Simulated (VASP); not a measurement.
# Ga3Se (Pm-3m) in VASP: a series of runs

The runs below take Ga3Se through single point, relaxation of cell and atoms, with LDA, PBEsol, PBE, r2SCAN.

Program: VASP 6.6.1. These are calculated values, not measurements. Logs are shortened: lines on timing, memory, paths and dates and some standing lists are left out, and cuts for length are marked.

## Step 1: The cell of the first run

Symmetry: Pm-3m, No. 221, cubic system. The conventional cell has a = 4.251 Å, b = 4.251 Å, c = 4.251 Å, α = 90.00°, β = 90.00°, γ = 90.00°. Ga (site symmetry 4/mmm) has 8 Ga at 3.01 Å and 4 Se at 3.01 Å within 4.0 Å. Within 4.0 Å of Se (site symmetry m-3m) lie 12 Ga at 3.01 Å.

## Step 2: Single point, LDA

INCAR

```
  PREC = Accurate
  ENCUT = 520
  EDIFF = 1E-6
  ISMEAR = 0
  SIGMA = 0.1
  LREAL = F
  LASPH = T
  NELM = 60
  ALGO = Normal
  ISIF = 2
  LWAVE = F
  LCHARG = F
  GGA = CA
  NBANDS = 30
```

KPOINTS

```
regular mesh
0
Gamma
  10 10 10
```

POSCAR

```
Ga3Se
1.0
    4.2514187120      0.0000000000      0.0000000000
    0.0000000000      4.2514187120      0.0000000000
    0.0000000000      0.0000000000      4.2514187120
Ga Se
3 1
Direct
    0.0000000000      0.5000000000      0.5000000000
    0.5000000000      0.0000000000      0.5000000000
    0.5000000000      0.5000000000      0.0000000000
    0.0000000000      0.0000000000      0.0000000000
```

Potentials or basis: VASP PAW LDA potentials, release 64 (Ga_d, Se).

Command:

```sh
> cat potpaw_LDA.64/Ga_d/POTCAR potpaw_LDA.64/Se/POTCAR > POTCAR
> mpirun -np 1 vasp_std > vasp.out
```

OUTCAR:

```text
PREC = Accurate
   ENCUT = 520
   EDIFF = 1E-6
   ISMEAR = 0
   LREAL = F
   LASPH = T
   NELM = 60
   ISIF = 2
   GGA = CA

 ion  position               nearest neighbor table
   1  0.000  0.500  0.500-
   2  0.500  0.000  0.500-
   3  0.500  0.500  0.000-
   4  0.000  0.000  0.000-

  LATTYP: Found a simple cubic cell.
 ALAT       =     4.2514187120

  Lattice vectors:

 A1 = (   4.2514187120,   0.0000000000,   0.0000000000)
 A2 = (   0.0000000000,   4.2514187120,   0.0000000000)
 A3 = (   0.0000000000,   0.0000000000,   4.2514187120)

Analysis of symmetry for initial positions (statically):
=====================================================================
 Subroutine PRICEL returns:
 Original cell was already a primitive cell.

 Routine SETGRP: Setting up the symmetry group for a
 simple cubic supercell.

 Subroutine GETGRP returns: Found 48 space group operations
 (whereof 48 operations were pure point group operations)
 out of a pool of 48 trial point group operations.

The static configuration has the point symmetry O_h .

Analysis of symmetry for dynamics (positions and initial velocities):
=====================================================================
 Subroutine PRICEL returns:
 Original cell was already a primitive cell.

 Routine SETGRP: Setting up the symmetry group for a
 simple cubic supercell.

 Subroutine GETGRP returns: Found 48 space group operations
 (whereof 48 operations were pure point group operations)
 out of a pool of 48 trial point group operations.

The dynamic configuration has the point symmetry O_h .

 Subroutine INISYM returns: Found 48 space group operations
 (whereof 48 operations are pure point group operations),
 and found     1 'primitive' translations

----------------------------------------------------------------------------------------

                                     Primitive cell

  volume of cell :      76.8425

  direct lattice vectors                    reciprocal lattice vectors
     4.251418712  0.000000000  0.000000000     0.235215599  0.000000000  0.000000000
     0.000000000  4.251418712  0.000000000     0.000000000  0.235215599  0.000000000
     0.000000000  0.000000000  4.251418712     0.000000000  0.000000000  0.235215599

  length of vectors
     4.251418712  4.251418712  4.251418712     0.235215599  0.235215599  0.235215599

  position of ions in fractional coordinates (direct lattice)
     0.000000000  0.500000000  0.500000000
     0.500000000  0.000000000  0.500000000
     0.500000000  0.500000000  0.000000000
     0.000000000  0.000000000  0.000000000

  ion indices of the primitive-cell ions
   primitive index   ion index
                 1           1
                 2           2
                 3           3
                 4           4

----------------------------------------------------------------------------------------

 KPOINTS: regular mesh

Automatic generation of k-mesh.
 Grid dimensions read from file:
 generate k-points for:   10   10   10

 Generating k-lattice:

  Cartesian coordinates                     Fractional coordinates (reciprocal lattice)
     0.023521560  0.000000000  0.000000000     0.100000000  0.000000000  0.000000000
     0.000000000  0.023521560  0.000000000     0.000000000  0.100000000  0.000000000
     0.000000000  0.000000000  0.023521560     0.000000000  0.000000000  0.100000000

  Length of vectors
     0.023521560  0.023521560  0.023521560

  Shift w.r.t. Gamma in fractional coordinates (k-lattice)
     0.000000000  0.000000000  0.000000000

 Subroutine IBZKPT returns following result:
 ===========================================

 Found     56 irreducible k-points:

 Following reciprocal coordinates:
            Coordinates               Weight
  0.000000  0.000000  0.000000      1.000000
  0.100000  0.000000  0.000000      6.000000
  0.200000  0.000000  0.000000      6.000000
  0.300000  0.000000  0.000000      6.000000
  0.400000  0.000000  0.000000      6.000000
  0.500000  0.000000  0.000000      3.000000
[... 16 lines left out ...]
  0.200000  0.100000  0.100000     24.000000
  0.300000  0.100000  0.100000     24.000000
 [... further k-points ...]
   k-points           NKPTS =     56   k-points in BZ     NKDIM =     56   number of bands    NBANDS=     30
   number of dos      NEDOS =    301   number of ions     NIONS =      4
   total plane-waves  NPLWV =  32768
   dimension x,y,z NGX =    32 NGY =   32 NGZ =   32
   dimension x,y,z NGXF=    64 NGYF=   64 NGZF=   64
   ions per type =               3   1
   NGX,Y,Z   is equivalent  to a cutoff of  12.51, 12.51, 12.51 a.u.
   NGXF,Y,Z  is equivalent  to a cutoff of  25.03, 25.03, 25.03 a.u.
 SYSTEM =  unknown system
   PREC   = accura    normal or accurate (medium, high low for compatibility)
   ISTART =      0    job   : 0-new  1-cont  2-samecut
   ICHARG =      2    charge: 1-file 2-atom 10-const
   ISPIN  =      1    spin polarized calculation?
   LNONCOLLINEAR =      F non collinear calculations
   LSORBIT =      F    spin-orbit coupling
   LASPH  =      T    aspherical Exc in radial PAW
   ENCUT  =  520.0 eV  38.22 Ry    6.18 a.u.   7.90  7.90  7.90*2*pi/ulx,y,z
   NELM   =     60;   NELMIN=  2; NELMDL= -5     # of ELM steps
   EDIFF  = 0.1E-05   stopping-criterion for ELM
   LREAL  =      F    real-space projection
   EDIFFG = 0.1E-04   stopping-criterion for IOM
   NSW    =      0    number of steps for IOM
   IBRION =     -1    ionic relax: 0-MD 1-quasi-New 2-CG
   NFREE  =      0    steps in history (QN), initial steepest desc. (CG)
   ISIF   =      2    stress and relaxation
   ISYM   =      2    0-nonsym 1-usesym 2-fastsym
   POTIM  = 0.5000    time-step for ionic-motion
   TEBEG  =    0.0;   TEEND  =   0.0 temperature during run
   PSTRESS=    0.0 pullay stress
   NELECT =      45.0000    total number of electrons
   NUPDOWN=      -1.0000    fix difference up-down
   EMIN   =  10.00;   EMAX   =-10.00  energy-range for DOS
   EFERMI =   0.00;   METHOD = LEGACY
   ISMEAR =     0;   SIGMA  =   0.10  broadening in eV -4-tet -1-fermi 0-gaus
   EFERMI_NEDOS =   21; number of points for ismear=-14 and -15
   IALGO  =     38    algorithm
   IMIX   =      4    mixing-type and parameters
     AMIX     =   0.40;   BMIX     =  1.00
     AMIX_MAG =   1.60;   BMIX_MAG =  1.00
  volume/ion in A,a.u.               =      19.21       129.64
  Fermi-wavevector in a.u.,A,eV,Ry     =   1.369657  2.588276 25.523986  1.875960
  Thomas-Fermi vector in A             =   2.495513
   LORBIT       =      0    0 simple, 1 ext, 2 COOP (PROOUT), +10 PAW based schemes
   GGA     = CA    functional components
   LHFCALC =     F    Hartree Fock is set to
   AEXX    =    0.0000 exact exchange contribution
   IVDW    =     0    specifies the selected vdW correction
   LEPSILON=     F    determine dielectric tensor
   LRPA    =     F    only Hartree local field effects (RPA)
 non-spin polarized calculation
 Gauss-broadening in eV      SIGMA  =   0.10
  energy-cutoff  :      520.00
  volume of cell :       76.84
 maximum number of plane-waves:      2103
 NGX is ok and might be reduce to    32
   NGX = 15   NGY = 15   NGZ = 15

 number of electron      44.9999974 magnetization

 Free energy of the ion-electron system (eV)
  ---------------------------------------------------
  ext. energy  EPLUGINS =         0.00000000
  ---------------------------------------------------
  free energy    TOTEN  =       -14.98983425 eV

  energy without entropy =      -14.97712020  energy(sigma->0) =      -14.98347723

 E-fermi :   5.6052     XC(G=0): -11.1592

 val. band max:        5.5947166169   @ k =   0.4000   0.3000   0.1000
 cond. band min:       5.6189241022   @ k =   0.2000   0.2000   0.0000
 fundamental gap:      0.0242074853
 Fermi energy:         5.6051926721

 k-point     1 :       0.0000    0.0000    0.0000
  band No.  band energies     occupation
      1      -9.6291      2.00000
      2      -9.5537      2.00000
      3      -9.5537      2.00000
      4      -9.5537      2.00000
      5      -9.4845      2.00000
      6      -9.4845      2.00000
[... 22 lines left out ...]
     29      12.0751      0.00000
     30      13.0207      0.00000

 k-point     2 :       0.1000    0.0000    0.0000
  band No.  band energies     occupation
      1      -9.6175      2.00000
      2      -9.5519      2.00000
      3      -9.5470      2.00000
      4      -9.5470      2.00000
      5      -9.4834      2.00000
      6      -9.4793      2.00000
[... 22 lines left out ...]
     29      12.4368      0.00000
     30      13.0885      0.00000

 k-point     3 :       0.2000    0.0000    0.0000
  band No.  band energies     occupation
      1      -9.5857      2.00000
      2      -9.5472      2.00000
      3      -9.5277      2.00000
      4      -9.5277      2.00000
      5      -9.4803      2.00000
      6      -9.4645      2.00000
[... 22 lines left out ...]
     29      13.0822      0.00000
     30      13.2896      0.00000

 k-point     4 :       0.3000    0.0000    0.0000
  band No.  band energies     occupation
      1      -9.5416      2.00000
      2      -9.5411      2.00000
      3      -9.4978      2.00000
      4      -9.4978      2.00000
      5      -9.4755      2.00000
      6      -9.4430      2.00000
[... 22 lines left out ...]
     29      13.2290      0.00000
     30      13.4310      0.00000

 k-point     5 :       0.4000    0.0000    0.0000
  band No.  band energies     occupation
      1      -9.5357      2.00000
      2      -9.4991      2.00000
      3      -9.4653      2.00000
      4      -9.4626      2.00000
      5      -9.4626      2.00000
      6      -9.4205      2.00000
[... 22 lines left out ...]
     29      12.0480      0.00000
     30      12.6558      0.00000
[... 526 lines left out ...]
     29      11.4616      0.00000
     30      13.8253      0.00000

 k-point    22 :       0.1000    0.1000    0.1000
  band No.  band energies     occupation
      1      -9.5973      2.00000
      2      -9.5439      2.00000
      3      -9.5370      2.00000
      4      -9.5370      2.00000
      5      -9.4745      2.00000
      6      -9.4745      2.00000
[... 22 lines left out ...]
     29      12.6649      0.00000
     30      13.3412      0.00000

 k-point    23 :       0.2000    0.1000    0.1000
  band No.  band energies     occupation
      1      -9.5720      2.00000
      2      -9.5364      2.00000
      3      -9.5209      2.00000
      4      -9.5200      2.00000
      5      -9.4709      2.00000
      6      -9.4585      2.00000
[... 22 lines left out ...]
     29      12.2908      0.00000
     30      13.2285      0.00000

 k-point    24 :       0.3000    0.1000    0.1000
  band No.  band energies     occupation
      1      -9.5408      2.00000
      2      -9.5258      2.00000
      3      -9.4953      2.00000
      4      -9.4900      2.00000
      5      -9.4666      2.00000
      6      -9.4362      2.00000
[... 22 lines left out ...]
     29      11.2660      0.00000
     30      13.5735      0.00000

 [... further k-points ...]

------------------------ aborting loop because EDIFF is reached ----------------------------------------

  FORCE on cell =-STRESS in cart. coord.  units (eV):
  Direction    XX          YY          ZZ          XY          YZ          ZX
  --------------------------------------------------------------------------------------
  -------------------------------------------------------------------------------------
  Total        0.1409491      0.1409491      0.1409491     -0.0000000      0.0000000     -0.0000000
  in kB        2.9388073      2.9388073      2.9388073     -0.0000000      0.0000000     -0.0000000
  external PRESSURE =       2.9388073 kB  Pullay stress =       0.0000000 kB

 VOLUME and BASIS-vectors are now :
 -----------------------------------------------------------------------------
  energy-cutoff  :      520.00
  volume of cell :       76.84
      direct lattice vectors                 reciprocal lattice vectors
     4.251418712  0.000000000  0.000000000     0.235215599  0.000000000  0.000000000
     0.000000000  4.251418712  0.000000000     0.000000000  0.235215599  0.000000000
     0.000000000  0.000000000  4.251418712     0.000000000  0.000000000  0.235215599

 POSITION                                       TOTAL-FORCE (eV/Angst)
 -----------------------------------------------------------------------------------
      0.00000      2.12571      2.12571         0.000000      0.000000      0.000000
      2.12571      0.00000      2.12571         0.000000      0.000000      0.000000
      2.12571      2.12571      0.00000         0.000000      0.000000      0.000000
      0.00000      0.00000      0.00000         0.000000      0.000000      0.000000
 -----------------------------------------------------------------------------------
    total drift:                                0.000000     -0.000000     -0.000000

  FREE ENERGIE OF THE ION-ELECTRON SYSTEM (eV)
  ---------------------------------------------------
  free  energy   TOTEN  =       -14.9898342529 eV

  energy  without entropy=      -14.9771201979  energy(sigma->0) =      -14.98347723
```

Run time: 37 s. Hardware: 1 thread of Intel Xeon 6975P-C (Granite Rapids), shared host; peak memory 0.22 GiB.

What came out:

```
Free energy            : -14.9898 eV
Pressure               : 0.3 GPa
Band gap on the k mesh : zero (an odd number of electrons rules out a gap without spin polarisation)
```

Levels at points of the mesh, in eV from the Fermi level:
```csv
k point,band 21,band 22,band 23,band 24,band 25,band 26
"(0.00, 0.00, 0.00)",-2.74,-2.74,1.77,1.77,1.77,4.67
"(0.50, 0.00, 0.00)",-1.83,-1.11,-0.48,-0.48,0.94,4.56
"(0.50, 0.50, 0.00)",-0.92,-0.50,-0.50,1.57,1.57,1.65
"(0.50, 0.50, 0.50)",-5.26,-5.26,-3.97,4.52,4.52,4.52
```

## Step 3: Single point, PBEsol

This run uses another cell than the first one, of 19.84 Å³/atom.

INCAR

```
SYSTEM = Ga3Se
  PREC = Accurate
  ENCUT = 520
  EDIFF = 1E-6
  ISMEAR = 0
  SIGMA = 0.1
  LREAL = .FALSE.
  LASPH = .TRUE.
  NELM = 100
  ALGO = Normal
  ISIF = 2
  LWAVE = .FALSE.
  LCHARG = .FALSE.
  GGA = PS
  NBANDS = 30
```

KPOINTS

```
regular mesh
0
G
  10 10 10
  0 0 0
```

POSCAR

```
Ga3Se
1.0
    4.2970217181      0.0000000000      0.0000000000
    0.0000000000      4.2970217181      0.0000000000
    0.0000000000      0.0000000000      4.2970217181
Ga Se
3 1
Direct
    0.0000000000      0.5000000000      0.5000000000
    0.5000000000      0.0000000000      0.5000000000
    0.5000000000      0.5000000000      0.0000000000
    0.0000000000      0.0000000000      0.0000000000
```

Potentials or basis: VASP PAW PBE potentials, release 64 (Ga_d, Se).

Command:

```sh
> cat potpaw_PBE.64/Ga_d/POTCAR potpaw_PBE.64/Se/POTCAR > POTCAR
> mpirun -np 1 vasp_std > vasp.out
```

It took 39 s on 1 thread of Intel Xeon 6975P-C (Granite Rapids), shared host; peak memory 0.24 GiB.

The run converged. Its results:

| Item | Value |
| --- | --- |
| Free energy | -14.0355 eV |
| Pressure | 0.2 GPa |
| Band gap on the k mesh | zero (an odd number of electrons rules out a gap without spin polarisation) |

Levels at points of the mesh, in eV from the Fermi level:
```csv
k point,band 21,band 22,band 23,band 24,band 25,band 26
"(0.00, 0.00, 0.00)",-2.70,-2.70,1.74,1.74,1.74,4.64
"(0.50, 0.00, 0.00)",-1.82,-1.11,-0.43,-0.43,0.97,4.48
"(0.50, 0.50, 0.00)",-0.90,-0.52,-0.52,1.59,1.59,1.61
"(0.50, 0.50, 0.50)",-5.16,-5.16,-3.86,4.40,4.40,4.40
```

Caveat: the PAW data sets were made with another functional, which shifts forces and pressure a little.

(Continued in part 2 of 3.)
